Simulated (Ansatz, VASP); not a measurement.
# Two plane-wave programs on Mg2Si3N3

```
Mg Si N
1.0
     4.64549    0.00000    0.00000
     0.00000    4.64549    0.00000
     0.00000    0.00000    4.64549
Mg Si N
2 3 3
Cartesian
  2.3227 2.3227 2.3227
  0.0000 0.0000 0.0000
  0.0000 2.3227 2.3227
  2.3227 0.0000 2.3227
  2.3227 2.3227 0.0000
  2.3227 0.0000 0.0000
  0.0000 2.3227 0.0000
  0.0000 0.0000 2.3227
```

Alike in both runs: functional PBE; k mesh 3 × 3 × 3; occupations gaussian, width 0.2 eV; no spin polarisation.

Ansatz relaxed the structure, and its values are those at the end. VASP's run is a single point on that final structure, the one shown.

```csv
,VASP,Ansatz
version,VASP 6.6.1,Ansatz 0.2.0
potentials or method,"VASP PAW PBE potentials, release 64 (Mg, Si, N), cutoff 600 eV","scalar-relativistic, plane waves, PAW"
valence electrons in the cell,31,47
```

Ansatz gave:

| Property | Result |
| --- | --- |
| gap on the k mesh at the Fermi level (eV) | none |
| pressure (GPa) | -0.3 |

**Question.** Estimate VASP's values.

**Answer.** gap on the k mesh at the Fermi level (eV): none; pressure (GPa): -0.2.

A gap of «none» marks a metal or a gap that the smearing closes. With one functional, cell and mesh, what is left measures potentials, basis and numerics. VASP's potentials hold 31 valence electrons a cell and Ansatz's 47, so a difference there can come from the potentials and not from the codes.

The k mesh is coarse, so the values compare programs but aren't converged.
